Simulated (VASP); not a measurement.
A run of VASP 6.6.1:

Contents of INCAR:

```
ALGO = Normal ; EDIFF = 1E-6
ENCUT = 600 ; GGA = PE
GGA_COMPAT = F ; ISIF = 2
ISMEAR = 0 ; LASPH = T
LCHARG = F ; LREAL = F
LWAVE = F ; NBANDS = 28
NELM = 120 ; PREC = Accurate
SIGMA = 0.1
```

The input KPOINTS:

```
k-points
0
Gamma
  6 6 4
```

The input POSCAR:

```
Sc2SiF2
1.0
    4.2826107600      0.0000000000      0.0000000000
   -2.1413053800      3.7088497200      0.0000000000
    0.0000000000      0.0000000000      5.6252588800
Sc Si F
2 1 2
Direct
    0.0000000000      0.0000000000      0.7758951600
    0.0000000000      0.0000000000      0.2241048400
    0.3333333300      0.6666666700      0.0000000000
    0.6666666700      0.3333333300      0.5000000000
    0.3333333300      0.6666666700      0.5000000000
```

Potentials or basis: VASP PAW PBE potentials, release 64 (Sc_sv, Si, F).

The run is started by

```sh
$ cat potpaw_PBE.64/Sc_sv/POTCAR potpaw_PBE.64/Si/POTCAR potpaw_PBE.64/F/POTCAR > POTCAR
$ mpirun -np 1 vasp_std > vasp.out
```

Hardware: 1 thread of Intel(R) Xeon(R) 6975P-C (Granite Rapids) (shared host).

**Question.** How long does it take, and how much memory?

**Answer.** Wall time 31 s on 1 thread of Intel(R) Xeon(R) 6975P-C (Granite Rapids), on a shared host, peak memory 0.26 GiB. Counts: scf iterations 14, k points 21.
